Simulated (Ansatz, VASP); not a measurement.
**One calculation of PdCl, two programs**

Contents of INCAR:

```
  ALGO = Normal
  EDIFF = 1E-6
  ENCUT = 520
  GGA = PE
  ISIF = 2
  ISMEAR = -1
  LASPH = T
  LCHARG = F
  LREAL = F
  LWAVE = F
  NBANDS = 16
  NELM = 60
  PREC = Accurate
  SIGMA = 0.08
```

The input KPOINTS:

```
k-points
0
Gamma
  15 15 15
```

File POSCAR:

```
PdCl
1.0
    3.1925169955      0.0000000000      0.0000000000
    0.0000000000      3.1925169955      0.0000000000
    0.0000000000      0.0000000000      3.1925169955
Pd Cl
1 1
Direct
    0.0000000000      0.0000000000      0.0000000000
    0.5000000000      0.5000000000      0.5000000000
```

Input for Ansatz:

```yaml
crystal:
  lattice:
    - [3.1925169955, 0.0, 0.0]
    - [0.0, 3.1925169955, 0.0]
    - [0.0, 0.0, 3.1925169955]
  atoms:
    - { symbol: Pd, position: [0.0, 0.0, 0.0] }
    - { symbol: Cl, position: [0.5, 0.5, 0.5] }
kpoints:
  mp_grid: { grid: [15, 15, 15] }
scf:
  occupations: { method: fermi_dirac, width: 0.08 }
hamiltonian:
  xc: pbe
  pseudopotentials: { kind: paw }
output:
  forces: true
  stress: true
  eigenvalues: true
  populations: true
  write_density: true
  write_potential: true
  elf: true
  volumetric_format: npy
```

Change from the starting cell: volume scaled by 0.95, PAW files.

Alike in both runs: task single point; functional PBE; k mesh 15 × 15 × 15; occupations fermi-dirac, width 0.08 eV; no spin polarisation.

|  | VASP | Ansatz |
| --- | --- | --- |
| version | VASP 6.6.1 | Ansatz 0.2.0 |
| potentials or method | VASP PAW PBE potentials, release 64 (Pd, Cl) | PAW with Ansatz's default frozen-core files, scalar-relativistic |
| plane-wave cutoff (eV) | 520 | 420 |
| valence electrons in the cell | 17 | 25 |

Ansatz gave:

| Property | Result |
| --- | --- |
| pressure (GPa) | 4.3 |

Q: Which values does VASP return?

A: Pressure (GPa): 4.2.

The functional is the same, so the differences come from potentials, cutoffs and numerics. VASP's potentials hold 17 valence electrons a cell and Ansatz's 25, so a difference there can come from the potentials and not from the codes.
